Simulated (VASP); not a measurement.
Write the native input for VASP 6.6.1 that does the following.

```
Task                   : single point
Functional             : PBE
Potentials or basis    : VASP PAW PBE potentials, release 64 (Mg, S)
Cutoff                 : 600 eV
k mesh                 : 11 × 11 × 4
Occupations            : gaussian, width 0.02 eV
Spin                   : no spin polarisation
Dipole correction      : no
Mended                 : yes
Further INCAR settings : ALGO = Normal; EDIFF = 1e-06; NBANDS = 21
```

The structure of MgS lies in POSCAR:

```
MgS
1.0
    4.0288979036      0.0000000000      0.0000000000
   -2.0144489518      3.4891279338      0.0000000000
    0.0000000000      0.0000000000      9.8688752774
Mg S
3 3
Direct
    0.0000000000      0.0000000000      0.0000009789
    0.3333333333      0.6666666667      0.3333343122
    0.6666666667      0.3333333333      0.6666676455
    0.0000000000      0.0000000000      0.2499990211
    0.3333333333      0.6666666667      0.5833323545
    0.6666666667      0.3333333333      0.9166656878
```

These files were run (other wordings do the same):

INCAR

```
PREC = Accurate
ENCUT = 600
EDIFF = 1E-6
ISMEAR = 0
SIGMA = 0.02
LREAL = F
LASPH = T
NELM = 120
ALGO = Normal
ISIF = 2
LWAVE = F
LCHARG = F
GGA = PE
NBANDS = 21
GGA_COMPAT = F
```

KPOINTS

```
regular mesh
0
Gamma
  11 11 4
```

Potentials or basis: VASP PAW PBE potentials, release 64 (Mg, S).

The run is started by

```console
$ cat potpaw_PBE.64/Mg/POTCAR potpaw_PBE.64/S/POTCAR > POTCAR
$ mpirun -np 1 vasp_std > vasp.out
```

Results of the run:

```
Pressure               : -0.1 GPa
Band gap on the k mesh : 3.36 eV
```

Caveat: an odd mesh through Γ misses points on the zone boundary, where band edges can lie.

It took 99 s on 1 thread of AMD EPYC 9R45 96-Core Processor (Zen 5), with other jobs on the host, peak memory 0.35 GiB.
